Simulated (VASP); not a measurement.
Write the native input for VASP 6.6.1 that does the following.

| Quantity | Value |
| --- | --- |
| Task | single point |
| Functional | PBE |
| Dispersion | D3(BJ) |
| Potentials or basis | VASP PAW PBE potentials, release 64 (Bi_d, Te) |
| Cutoff | 520 eV |
| k mesh | 6 × 6 × 6 |
| Occupations | gaussian, width 0.1 eV |
| Spin | no spin polarisation |
| Dipole correction | no |
| Further INCAR settings | ALGO = Normal; EDIFF = 1e-07; NBANDS = 32 |

The structure of Bi2Te3 lies in POSCAR:

```
Bi2Te3
1.0
    2.1930000000      1.2661291403     10.1656666667
   -2.1930000000      1.2661291403     10.1656666667
    0.0000000000     -2.5322582807     10.1656666667
Bi Te
2 3
Direct
    0.4000000000      0.4000000000      0.4000000000
    0.6000000000      0.6000000000      0.6000000000
    0.0000000000      0.0000000000      0.0000000000
    0.2095000000      0.2095000000      0.2095000000
    0.7905000000      0.7905000000      0.7905000000
```

These files were run (other wordings do the same):

INCAR

```
ALGO = Normal ; EDIFF = 1E-7
ENCUT = 520 ; GGA = PE
ISIF = 2 ; ISMEAR = 0
IVDW = 12 ; LASPH = T
LCHARG = F ; LREAL = F
LWAVE = F ; NBANDS = 32
NELM = 80 ; PREC = Accurate
SIGMA = 0.1
```

KPOINTS

```
k-points
0
Gamma
  6 6 6
```

Potentials or basis: VASP PAW PBE potentials, release 64 (Bi_d, Te).

Run with:

```bash
$ cat potpaw_PBE.64/Bi_d/POTCAR potpaw_PBE.64/Te/POTCAR > POTCAR
$ mpirun -np 1 vasp_std > vasp.out
```

Results of the run:

```
Pressure                   : -0.3 GPa
Largest force              : 0.025 eV/Å
Band gap on the k mesh     : 0.28 eV
Dispersion energy per atom : -0.448 eV
```

Caveat: spin-orbit coupling is left out, which moves the levels of the heavy elements.

Run time: 13 min on 1 thread of Intel(R) Xeon(R) Platinum 8259CL CPU @ 2.50GHz (Skylake/Cascade Lake), with other jobs on the host, peak memory 0.94 GiB.
